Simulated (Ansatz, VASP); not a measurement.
# AgB2: VASP beside Ansatz

The input INCAR:

```
SYSTEM = AgB2
  PREC = Accurate
  ENCUT = 520
  EDIFF = 1E-7
  ISMEAR = -1
  SIGMA = 0.05
  LREAL = .FALSE.
  LASPH = .TRUE.
  NELM = 60
  ALGO = Normal
  ISIF = 2
  LWAVE = .FALSE.
  LCHARG = .TRUE.
  GGA = PS
  LELF = .TRUE.
  LVHAR = .TRUE.
  NBANDS = 16
```

File KPOINTS:

```
regular mesh
0
G
  16 16 13
  0 0 0
```

Contents of POSCAR:

```
AgB2
1.0
    2.9594561075      0.0000000000      0.0000000000
   -1.4797280538      2.5629641705      0.0000000000
    0.0000000000      0.0000000000      3.1962108483
Ag B
1 2
Direct
    0.0000000000      0.0000000000      0.0000000000
    0.3333333333      0.6666666667      0.5000000000
    0.6666666667      0.3333333333      0.5000000000
```

Input for Ansatz:

```yaml
crystal:
  lattice:
    - [2.9594561075, 0.0, 0.0]
    - [-1.4797280538, 2.5629641705, 0.0]
    - [0.0, 0.0, 3.1962108483]
  atoms:
    - { symbol: Ag, position: [0.0, 0.0, 0.0] }
    - { symbol: B, position: [0.3333333333, 0.6666666667, 0.5] }
    - { symbol: B, position: [0.6666666667, 0.3333333333, 0.5] }
kpoints:
  mp_grid: { grid: [16, 16, 13] }
  band_path:
    path:
      - [0.0, 0.0, 0.0]
      - [0.5, 0.0, 0.0]
      - [0.3333333333, 0.3333333333, 0.0]
      - [0.0, 0.0, 0.0]
      - [0.0, 0.0, 0.5]
      - [0.5, 0.0, 0.5]
      - [0.3333333333, 0.3333333333, 0.5]
      - [0.0, 0.0, 0.5]
      - [0.5, 0.0, 0.5]
    npoints: 5
scf:
  occupations: { method: fermi_dirac, width: 0.05 }
hamiltonian:
  xc: pbesol
  pseudopotentials: { kind: all_electron, lapw: { basis_error: 0.001 } }
output:
  forces: true
  stress: true
  eigenvalues: true
```

Change from the starting cell: volume scaled by 0.96.

Alike in both runs: task single point; functional PBEsol; k mesh 16 × 16 × 13; occupations fermi-dirac, width 0.05 eV; no spin polarisation.

|  | VASP | Ansatz |
| --- | --- | --- |
| version | VASP 6.6.1 | Ansatz 0.2.0 |
| potentials or method | VASP PAW PBE potentials, release 64 (Ag, B), cutoff 520 eV | all-electron LAPW, scalar-relativistic |

```tsv
	VASP	Ansatz	Ansatz less VASP
pressure (GPa)	63.1	62.9	-0.16
traceless stress, the component that is largest in VASP (GPa)	20.86	21.05	+0.183
```

VASP's potentials were made for PBE, not for PBEsol. Both programs put the cell under a high pressure, so it lies far from rest at this level. Ansatz ran all-electron here, and VASP with PAW potentials.

Noted on VASP's run: the cell as given lies far from equilibrium.
